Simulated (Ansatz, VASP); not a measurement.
One calculation of RbCl, two programs

The input INCAR:

```
SYSTEM = RbCl
PREC = Accurate
ENCUT = 400
EDIFF = 1E-8
ISMEAR = -1
SIGMA = 0.05
LREAL = .FALSE.
LASPH = .TRUE.
NELM = 120
ALGO = Normal
ISIF = 2
LWAVE = .FALSE.
LCHARG = .FALSE.
GGA = PE
LEFG = .TRUE.
NBANDS = 15
GGA_COMPAT = .FALSE.
```

File KPOINTS:

```
regular mesh
0
G
  10 10 10
  0 0 0
```

The input POSCAR:

```
RbCl
1.0
    0.0000000000      3.3489618109      3.3489618109
    3.3489618109      0.0000000000      3.3489618109
    3.3489618109      3.3489618109      0.0000000000
Rb Cl
1 1
Direct
    0.0000000000      0.0000000000      0.0000000000
    0.5000000000      0.5000000000      0.5000000000
```

Input for Ansatz:

```yaml
crystal:
  lattice:
    - [0.0, 3.3489618109, 3.3489618109]
    - [3.3489618109, 0.0, 3.3489618109]
    - [3.3489618109, 3.3489618109, 0.0]
  atoms:
    - { symbol: Rb, position: [0.0, 0.0, 0.0] }
    - { symbol: Cl, position: [0.5, 0.5, 0.5] }
kpoints:
  mp_grid: { grid: [10, 10, 10] }
  band_path:
    path:
      - [0.0, 0.0, 0.0]
      - [0.5, 0.0, 0.5]
      - [0.625, 0.25, 0.625]
      - [0.375, 0.375, 0.75]
      - [0.0, 0.0, 0.0]
      - [0.5, 0.5, 0.5]
      - [0.5, 0.25, 0.75]
      - [0.5, 0.0, 0.5]
    npoints: 14
scf:
  occupations: { method: fermi_dirac, width: 0.05 }
hamiltonian:
  xc: pbe
  pseudopotentials: { kind: paw }
output:
  forces: true
  stress: true
  eigenvalues: true
  efg: { contact_densities: true }
  populations: true
  bader: true
  dos: { projected: true, de: 0.2, e_range: [-14, 8] }
  write_density: true
  write_potential: true
  elf: true
  volumetric_format: npy
```

Alike in both runs: task electric field gradients; functional PBE; k mesh 10 × 10 × 10; occupations fermi-dirac, width 0.05 eV; no spin polarisation.

|  | VASP | Ansatz |
| --- | --- | --- |
| version | VASP 6.6.1 | Ansatz 0.2.0 |
| potentials or method | VASP PAW PBE potentials, release 64 (Rb_sv, Cl) | PAW with Ansatz's default frozen-core files, scalar-relativistic |
| plane-wave cutoff (eV) | 400 | 420 |
| valence electrons in the cell | 16 | 16 |

VASP gave:

* gap on the k mesh at the Fermi level (eV): 4.83
* pressure (GPa): 0.0

**Question.** Which values does Ansatz return?

**Answer.** gap on the k mesh at the Fermi level (eV): 4.84; pressure (GPa): 0.0.

With one functional, cell and mesh, what is left measures potentials, basis and numerics.
